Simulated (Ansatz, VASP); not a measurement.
# One calculation of Ir, two programs

INCAR

```
PREC = Accurate ; ENCUT = 520
EDIFF = 1E-6 ; ISMEAR = -1
SIGMA = 0.1 ; LREAL = False
LASPH = True ; NELM = 150
ALGO = Normal ; ISIF = 2
LWAVE = False ; LCHARG = False
LNONCOLLINEAR = True ; MAGMOM = 0 0 0
LORBIT = 11 ; LSORBIT = True
GGA_COMPAT = False ; LORBMOM = True
LMAXMIX = 4 ; GGA = PE
NBANDS = 20
```

KPOINTS

```
Automatic mesh
0
Gamma
  14 14 14
```

POSCAR

```
Ir
1.0
    0.0000000000      1.9360622002      1.9360622002
    1.9360622002      0.0000000000      1.9360622002
    1.9360622002      1.9360622002      0.0000000000
Ir
1
Direct
    0.0000000000      0.0000000000      0.0000000000
```

Input for Ansatz:

```yaml
crystal:
  lattice:
    - [0.0, 1.9360622002, 1.9360622002]
    - [1.9360622002, 0.0, 1.9360622002]
    - [1.9360622002, 1.9360622002, 0.0]
  atoms:
    - { symbol: Ir, position: [0.0, 0.0, 0.0] }
hamiltonian:
  xc: pbe
  pseudopotentials:
    kind: paw_fr
    azcp:
      Ir: "pseudopotentials/Ir.paw.azcp"
basis:
  ecutwfc: 420
  fft_grid_basis: typed
kpoints:
  mp_grid: { grid: [14, 14, 14], shift: [0, 0, 0] }
magnetization:
  noncollinear: true
  spin_orbit: true
scf:
  occupations: { method: fermi_dirac, width: 0.1 }
```

Alike in both runs: task single point; functional PBE; k mesh 14 × 14 × 14; occupations fermi-dirac, width 0.1 eV; non-collinear spin, spin-orbit coupling.

|  | VASP | Ansatz |
| --- | --- | --- |
| version | VASP 6.6.1 | Ansatz 0.2.0 |
| potentials or method | VASP PAW PBE potentials, release 64 (Ir), cutoff 520 eV | plane waves (420 eV) with PAW, fully relativistic with spin-orbit coupling |
| valence electrons in the cell | 9 | 17 |

|  | VASP | Ansatz | Ansatz less VASP |
| --- | --- | --- | --- |
| net moment per atom (μB) | 0.00 | 0.00 | 0.000 |

The functional is the same, so the differences come from potentials, cutoffs and numerics. VASP's potentials hold 9 valence electrons a cell and Ansatz's 17, so a difference there can come from the potentials and not from the codes.
